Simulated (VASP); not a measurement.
A run of VASP 6.6.1:

Contents of INCAR:

```
SYSTEM = BiMo
  ALGO = Normal
  EDIFF = 1E-7
  EDIFFG = -0.005
  ENCUT = 500
  GGA = PS
  GGA_COMPAT = .False.
  IBRION = 2
  ISIF = 3
  ISMEAR = -1
  LASPH = .True.
  LCHARG = .False.
  LREAL = .False.
  LWAVE = .False.
  NELM = 120
  NELMIN = 4
  NSW = 32
  PREC = Accurate
  PSTRESS = 21.0
  SIGMA = 0.05
```

File KPOINTS:

```
k-points
0
Gamma
  12 12 12
  0 0 0
```

Contents of POSCAR:

```
BiMo
1.0
    3.3707807282      0.0000000000      0.0000000000
    0.0000000000      3.3707807282      0.0000000000
    0.0000000000      0.0000000000      3.3707807282
Mo Bi
1 1
Direct
    0.0000000000      0.0000000000      0.0000000000
    0.5000000000      0.5000000000      0.5000000000
```

Potentials or basis: VASP PAW PBE potentials, release 64 (Mo_sv, Bi_d).

Command:

```sh
$ cat potpaw_PBE.64/Mo_sv/POTCAR potpaw_PBE.64/Bi_d/POTCAR > POTCAR
$ mpirun -np 1 vasp_std > vasp.out
```

Hardware: 1 thread of AMD EPYC 9R45 96-Core Processor (Zen 5) (shared host).

Task: Estimate the wall time of this run.

Result: It took 82 s on 1 thread of AMD EPYC 9R45 96-Core Processor (Zen 5), with other jobs on the host, peak memory 0.17 GiB. Counts: scf iterations 33, k points 84, ion steps 4.
